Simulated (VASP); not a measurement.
# TaN in VASP: notebook

TaN is run at these levels: PBE; tasks: single point.

Program: VASP 6.6.1. These are calculated values, not measurements. Logs are shortened: lines on timing, memory, paths and dates and some standing lists are left out, and cuts for length are marked.

## (1) The cell of the first run

The typed cell holds 8 atoms: a = 6.243 Å, b = 6.243 Å, c = 3.119 Å, α = 60.06°, β = 119.94°, γ = 120.00°.

## (2) Single point, PBE

File INCAR:

```
SYSTEM = TaN
PREC = Accurate
ENCUT = 520
EDIFF = 1E-6
ISMEAR = 0
SIGMA = 0.1
LREAL = .FALSE.
LASPH = .TRUE.
NELM = 100
ALGO = Normal
ISIF = 2
LWAVE = .FALSE.
LCHARG = .FALSE.
GGA = PE
NBANDS = 42
```

File KPOINTS:

```
Automatic mesh
0
G
  6 6 13
  0 0 0
```

File POSCAR:

```
TaN
1.0
    6.2432718349      0.0000010006      0.0046520407
   -3.1216350508      5.4068325121     -0.0046520407
   -1.5589161570      0.9000406629      2.5475600233
Ta N
4 4
Direct
    0.2500000000      0.2500000000      0.5000000000
    0.7500000000      0.2500000000      0.5000000000
    0.2500000000      0.7500000000      0.5000000000
    0.7500000000      0.7500000000      0.5000000000
    0.0000000000      0.5000000000      0.0000000000
    0.5000000000      0.5000000000      0.0000000000
    0.0000000000      0.0000000000      0.0000000000
    0.5000000000      0.0000000000      0.0000000000
```

Potentials or basis: VASP PAW PBE potentials, release 64 (Ta_pv, N).

The run is started by

```sh
$ cat potpaw_PBE.64/Ta_pv/POTCAR potpaw_PBE.64/N/POTCAR > POTCAR
$ mpirun -np 1 vasp_std > vasp.out
```

OUTCAR:

```text
SYSTEM = TaN
   PREC = Accurate
   ENCUT = 520
   EDIFF = 1E-6
   ISMEAR = 0
   LREAL = .FALSE.
   LASPH = .TRUE.
   NELM = 100
   ISIF = 2
   GGA = PE

 ion  position               nearest neighbor table
   1  0.250  0.250  0.500-   6 2.21   7 2.21   6 2.21   7 2.21   8 2.21   5 2.21   3 3.12   3 3.12
                             4 3.12   4 3.12   2 3.12   2 3.12   2 3.12   2 3.12   3 3.12   3 3.12
   2  0.750  0.250  0.500-   5 2.21   8 2.21   5 2.21   8 2.21   6 2.21   7 2.21   4 3.12   4 3.12
                             3 3.12   3 3.12   1 3.12   1 3.12   1 3.12   1 3.12   4 3.12   4 3.12
   3  0.250  0.750  0.500-   8 2.21   5 2.21   5 2.21   8 2.21   7 2.21   6 2.21   1 3.12   1 3.12
                             2 3.12   2 3.12   4 3.12   4 3.12   4 3.12   4 3.12   1 3.12   1 3.12
   4  0.750  0.750  0.500-   7 2.21   6 2.21   6 2.21   7 2.21   5 2.21   8 2.21   2 3.12   2 3.12
                             1 3.12   1 3.12   3 3.12   3 3.12   3 3.12   3 3.12   2 3.12   2 3.12
   5  0.000  0.500  0.000-   3 2.21   2 2.21   2 2.21   3 2.21   1 2.21   4 2.21
   6  0.500  0.500  0.000-   4 2.21   1 2.21   1 2.21   4 2.21   3 2.21   2 2.21
   7  0.000  0.000  0.000-   1 2.21   4 2.21   1 2.21   4 2.21   2 2.21   3 2.21
   8  0.500  0.000  0.000-   2 2.21   3 2.21   2 2.21   3 2.21   4 2.21   1 2.21

  LATTYP: Found a base centered monoclinic cell.
 ALAT       =     8.8368395530
 B/A-ratio  =     0.7065052535
 C/A-ratio  =     0.3529940374
 COS(beta)  =    -0.0006870812

  Lattice vectors:

 A1 = (  -1.5627188938,   4.5067918492,  -2.5522120640)
 A2 = (  -4.6843556779,  -0.9000416635,  -2.5522120640)
 A3 = (  -1.5589161570,   0.9000406629,   2.5475600233)

Analysis of symmetry for initial positions (statically):
=====================================================================
 Subroutine PRICEL returns following result:

  LATTYP: Found a base centered monoclinic cell.
 ALAT       =     5.4068335127
 B/A-ratio  =     0.5773502692
 C/A-ratio  =     0.5769276351
 COS(beta)  =    -0.5763661579

  Lattice vectors:

 A1 = (   1.5608175254,  -2.7034162561,   0.0023260204)
 A2 = (   3.1216359174,   0.0000005003,   0.0023260204)
 A3 = (  -1.5589161570,   0.9000406629,   2.5475600233)

   4 primitive cells build up your supercell.

 Routine SETGRP: Setting up the symmetry group for a
 base centered monoclinic supercell.

 Subroutine GETGRP returns: Found  4 space group operations
 (whereof  4 operations were pure point group operations)
 out of a pool of  4 trial point group operations.

The static configuration has the point symmetry C_2h.

Analysis of symmetry for dynamics (positions and initial velocities):
=====================================================================
 Subroutine PRICEL returns following result:

  LATTYP: Found a base centered monoclinic cell.
 ALAT       =     5.4068335127
 B/A-ratio  =     0.5773502692
 C/A-ratio  =     0.5769276351
 COS(beta)  =    -0.5763661579

  Lattice vectors:

 A1 = (   1.5608175254,  -2.7034162561,   0.0023260204)
 A2 = (   3.1216359174,   0.0000005003,   0.0023260204)
 A3 = (  -1.5589161570,   0.9000406629,   2.5475600233)

   4 primitive cells build up your supercell.

 Routine SETGRP: Setting up the symmetry group for a
 base centered monoclinic supercell.

 Subroutine GETGRP returns: Found  4 space group operations
 (whereof  4 operations were pure point group operations)
 out of a pool of  4 trial point group operations.

The dynamic configuration has the point symmetry C_2h.

 Subroutine INISYM returns: Found  4 space group operations
 (whereof  4 operations are pure point group operations),
 and found     4 'primitive' translations

----------------------------------------------------------------------------------------

                                     Primitive cell

  volume of cell :      21.5121

  direct lattice vectors                    reciprocal lattice vectors
     1.560817525 -2.703416256  0.002326020    -0.000097259 -0.369846120  0.130605334
     3.121635917  0.000000500  0.002326020     0.320247506  0.185007288  0.130605334
    -1.558916157  0.900040663  2.547560023    -0.000292309  0.000168765  0.392293963

  length of vectors
     3.121636784  3.121636784  3.119351672     0.392229416  0.392229416  0.392294109

  position of ions in fractional coordinates (direct lattice)
     0.500000000  0.500000000  0.500000000
     0.000000000  0.000000000  0.000000000

  ion indices of the primitive-cell ions
   primitive index   ion index
                 1           1
                 2           5

----------------------------------------------------------------------------------------

 KPOINTS: Automatic mesh

Automatic generation of k-mesh.
 Grid dimensions read from file:
 generate k-points for:    6    6   13

 Generating k-lattice:

  Cartesian coordinates                     Fractional coordinates (reciprocal lattice)
     0.026687292  0.015417274  0.010883778     0.166666667  0.000000000  0.000000000
     0.000008105  0.030820510 -0.010883778     0.000000000  0.166666667  0.000000000
    -0.000022485  0.000012982  0.030176459     0.000000000  0.000000000  0.076923077

  Length of vectors
     0.032685785  0.032685785  0.030176470

  Shift w.r.t. Gamma in fractional coordinates (k-lattice)
     0.000000000  0.000000000  0.000000000

 Subroutine IBZKPT returns following result:
 ===========================================

 Found    139 irreducible k-points:

 Following reciprocal coordinates:
            Coordinates               Weight
  0.000000  0.000000  0.000000      1.000000
  0.166667  0.000000  0.000000      4.000000
  0.333333  0.000000  0.000000      4.000000
  0.500000  0.000000 -0.000000      2.000000
  0.166667  0.166667  0.000000      2.000000
  0.333333  0.166667  0.000000      4.000000
[... 16 lines left out ...]
 -0.333333  0.166667  0.076923      4.000000
 -0.166667  0.166667  0.076923      2.000000
 [... further k-points ...]
   k-points           NKPTS =    139   k-points in BZ     NKDIM =    139   number of bands    NBANDS=     42
   number of dos      NEDOS =    301   number of ions     NIONS =      8
   total plane-waves  NPLWV =  55296
   dimension x,y,z NGX =    48 NGY =   48 NGZ =   24
   dimension x,y,z NGXF=    96 NGYF=   96 NGZF=   48
   ions per type =               4   4
   NGX,Y,Z   is equivalent  to a cutoff of  12.78, 12.78, 12.79 a.u.
   NGXF,Y,Z  is equivalent  to a cutoff of  25.56, 25.56, 25.58 a.u.
 SYSTEM =  TaN
   PREC   = accura    normal or accurate (medium, high low for compatibility)
   ISTART =      0    job   : 0-new  1-cont  2-samecut
   ICHARG =      2    charge: 1-file 2-atom 10-const
   ISPIN  =      1    spin polarized calculation?
   LNONCOLLINEAR =      F non collinear calculations
   LSORBIT =      F    spin-orbit coupling
   LASPH  =      T    aspherical Exc in radial PAW
   ENCUT  =  520.0 eV  38.22 Ry    6.18 a.u.  11.61 11.61  5.80*2*pi/ulx,y,z
   NELM   =    100;   NELMIN=  2; NELMDL= -5     # of ELM steps
   EDIFF  = 0.1E-05   stopping-criterion for ELM
   LREAL  =      F    real-space projection
   EDIFFG = 0.1E-04   stopping-criterion for IOM
   NSW    =      0    number of steps for IOM
   IBRION =     -1    ionic relax: 0-MD 1-quasi-New 2-CG
   NFREE  =      0    steps in history (QN), initial steepest desc. (CG)
   ISIF   =      2    stress and relaxation
   ISYM   =      2    0-nonsym 1-usesym 2-fastsym
   POTIM  = 0.5000    time-step for ionic-motion
   TEBEG  =    0.0;   TEEND  =   0.0 temperature during run
   PSTRESS=    0.0 pullay stress
   NELECT =      64.0000    total number of electrons
   NUPDOWN=      -1.0000    fix difference up-down
   EMIN   =  10.00;   EMAX   =-10.00  energy-range for DOS
   EFERMI =   0.00;   METHOD = LEGACY
   ISMEAR =     0;   SIGMA  =   0.10  broadening in eV -4-tet -1-fermi 0-gaus
   EFERMI_NEDOS =   21; number of points for ismear=-14 and -15
   IALGO  =     38    algorithm
   IMIX   =      4    mixing-type and parameters
     AMIX     =   0.40;   BMIX     =  1.00
     AMIX_MAG =   1.60;   BMIX_MAG =  1.00
  volume/ion in A,a.u.               =      10.76        72.59
  Fermi-wavevector in a.u.,A,eV,Ry     =   1.483270  2.802974 29.934052  2.200091
  Thomas-Fermi vector in A             =   2.596953
   LORBIT       =      0    0 simple, 1 ext, 2 COOP (PROOUT), +10 PAW based schemes
   GGA     = PE    functional components
   LHFCALC =     F    Hartree Fock is set to
   AEXX    =    0.0000 exact exchange contribution
   IVDW    =     0    specifies the selected vdW correction
   LEPSILON=     F    determine dielectric tensor
   LRPA    =     F    only Hartree local field effects (RPA)
 non-spin polarized calculation
 Gauss-broadening in eV      SIGMA  =   0.10
  energy-cutoff  :      520.00
  volume of cell :       86.05
 maximum number of plane-waves:      2340
 NGX is ok and might be reduce to    48
   NGX = 23   NGY = 23   NGZ = 11

 number of electron      64.0000013 magnetization

 Free energy of the ion-electron system (eV)
  ---------------------------------------------------
  ext. energy  EPLUGINS =         0.00000000
  ---------------------------------------------------
  free energy    TOTEN  =       -87.31631268 eV

  energy without entropy =      -87.29964439  energy(sigma->0) =      -87.30797854

 E-fermi :   9.3745     XC(G=0): -13.3736

 val. band max:        9.3726910487   @ k =  -0.3333   0.1667   0.4615
 cond. band min:       9.3789340440   @ k =   0.3333   0.1667   0.0769
 fundamental gap:      0.0062429952
 Fermi energy:         9.3744945595

 k-point     1 :       0.0000    0.0000    0.0000
  band No.  band energies     occupation
      1     -27.2006      2.00000
      2     -27.2006      2.00000
      3     -27.0805      2.00000
      4     -26.6570      2.00000
      5     -26.6544      2.00000
      6     -26.4678      2.00000
[... 34 lines left out ...]
     41      11.3691      0.00000
     42      11.4942      0.00000
[... 994 lines left out ...]
      2     -27.1755      2.00000
      3     -27.0589      2.00000
      4     -26.6702      2.00000
      5     -26.6448      2.00000
      6     -26.4957      2.00000
[... 34 lines left out ...]
     41      11.4022      0.00000
     42      11.8063      0.00000

 [... further k-points ...]

------------------------ aborting loop because EDIFF is reached ----------------------------------------

  FORCE on cell =-STRESS in cart. coord.  units (eV):
  Direction    XX          YY          ZZ          XY          YZ          ZX
  --------------------------------------------------------------------------------------
  -------------------------------------------------------------------------------------
  Total        0.7232626      0.9102618      0.4149620      0.1619461     -0.0047009      0.0081422
  in kB       13.4667562     16.9485796      7.7263675      3.0153475     -0.0875288      0.1516039
  external PRESSURE =      12.7139011 kB  Pullay stress =       0.0000000 kB

 VOLUME and BASIS-vectors are now :
 -----------------------------------------------------------------------------
  energy-cutoff  :      520.00
  volume of cell :       86.05
      direct lattice vectors                 reciprocal lattice vectors
     6.243271835  0.000001001  0.004652041     0.160123753  0.092503644  0.065302667
    -3.121635051  5.406832512 -0.004652041     0.000048629  0.184923060 -0.065302667
    -1.558916157  0.900040663  2.547560023    -0.000292309  0.000168765  0.392293963

 POSITION                                       TOTAL-FORCE (eV/Angst)
 -----------------------------------------------------------------------------------
      0.00095      1.80173      1.27378         0.000000      0.000000     -0.000000
      3.12259      1.80173      1.27611         0.000000     -0.000000      0.000000
     -1.55987      4.50514      1.27145         0.000000     -0.000000      0.000000
      1.56177      4.50515      1.27378         0.000000      0.000000      0.000000
     -1.56082      2.70342     -0.00233        -0.000000     -0.000000      0.000000
      1.56082      2.70342      0.00000         0.000000      0.000000      0.000000
      0.00000      0.00000      0.00000         0.000000     -0.000000     -0.000000
      3.12164      0.00000      0.00233        -0.000000      0.000000     -0.000000
 -----------------------------------------------------------------------------------
    total drift:                               -0.000000      0.000000      0.000000

  FREE ENERGIE OF THE ION-ELECTRON SYSTEM (eV)
  ---------------------------------------------------
  free  energy   TOTEN  =       -87.3163126830 eV

  energy  without entropy=      -87.2996443929  energy(sigma->0) =      -87.30797854
```

Run time: 8.4 min. Hardware: 1 thread of Intel Xeon 6975P-C, shared host; peak memory 0.49 GiB.

What came out:

- Free energy: -87.3163 eV
- Pressure: 1.3 GPa
- Band gap on the k mesh: zero (bands 32 and 33 overlap by 2.82 eV)

Caveat: spin-orbit coupling is left out, which moves the levels of the heavy elements.

## (3) Single point, PBE

File INCAR:

```
PREC     = Accurate       # precision mode
ENCUT    = 520            # plane-wave cutoff, eV
EDIFF    = 1E-6           # SCF threshold, eV
ISMEAR   = 0              # smearing method
SIGMA    = 0.1            # smearing width, eV
LREAL    = F              # projectors in reciprocal space
LASPH    = T              # aspherical terms in the spheres
NELM     = 60             # most SCF steps
ALGO     = Normal         # electronic algorithm
ISIF     = 2              # what is computed and relaxed
LWAVE    = F              # write WAVECAR
LCHARG   = F              # write CHGCAR
GGA      = PE             # functional
NBANDS   = 42             # bands
```

File KPOINTS:

```
regular mesh
0
Gamma
  6 6 13
```

POSCAR: that of step 2 with these lines changed.

```diff
@@ -2,5 +2,5 @@
 1.0
-    6.2432718349      0.0000010006      0.0046520407
-   -3.1216350508      5.4068325121     -0.0046520407
-   -1.5589161570      0.9000406629      2.5475600233
+    6.2432735681      0.0000000000      0.0000000000
+   -3.1216367840      5.4068335127      0.0000000000
+   -1.5608183920      0.9011389188      2.5521201401
 Ta N
```

Potentials or basis: VASP PAW PBE potentials, release 64 (Ta_pv, N).

The run is started by

```sh
$ cat potpaw_PBE.64/Ta_pv/POTCAR potpaw_PBE.64/N/POTCAR > POTCAR
$ mpirun -np 1 vasp_std > vasp.out
```

Wall time 8.6 min (1 thread of Intel Xeon 6975P-C, shared host); peak memory 0.49 GiB.

The run converged. Its results:

* Free energy: -87.3165 eV
* Pressure: 0.9 GPa
* Band gap on the k mesh: zero (bands 32 and 33 overlap by 2.82 eV)

Stress tensor (GPa, compression positive):
```
 1.11  0.12  0.36
 0.12  1.24 -0.21
 0.36 -0.21  0.27
```

Levels at points of the mesh, in eV from the Fermi level:
| k point | band 30 | band 31 | band 32 | band 33 | band 34 | band 35 |
| --- | --- | --- | --- | --- | --- | --- |
| (0.00, 0.00, 0.00) | -2.04 | -2.02 | -2.02 | 0.10 | 0.10 | 1.45 |
| (0.50, 0.00, 0.00) | -1.97 | -0.73 | -0.73 | -0.35 | -0.35 | -0.34 |
| (0.50, 0.50, 0.00) | -3.99 | 0.44 | 0.44 | 0.66 | 0.66 | 1.01 |

Caveat: spin-orbit coupling is left out, which moves the levels of the heavy elements.
